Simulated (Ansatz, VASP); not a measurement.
# MgS: VASP beside Ansatz

```
Mg S
1.0
     0.00000    2.82570    2.82570
     2.82570    0.00000    2.82570
     2.82570    2.82570    0.00000
Mg S
1 1
Cartesian
  0.0000 0.0000 0.0000
  1.4129 1.4129 1.4129
```

Alike in both runs: task single point; functional PBEsol; k mesh 6 × 6 × 6; no spin polarisation.

|  | VASP | Ansatz |
| --- | --- | --- |
| version | VASP 6.6.1 | Ansatz 0.2.0 |
| potentials or method | VASP PAW PBE potentials, release 64 (Mg, S), cutoff 600 eV | scalar-relativistic, plane waves, PAW |
| occupations | gaussian, width 0.01 eV | fixed |
| valence electrons in the cell | 8 | 16 |

|  | VASP | Ansatz | Ansatz less VASP |
| --- | --- | --- | --- |
| gap on the k mesh at the Fermi level (eV) | 3.32 | 3.32 | -0.002 |
| least direct gap on the mesh (eV) | 3.32 | 3.32 | -0.002 |

VASP's potentials were made for PBE, not for PBEsol, and Ansatz warns of the same on its side. VASP's potentials hold 8 valence electrons a cell and Ansatz's 16, so a difference there can come from the potentials and not from the codes.
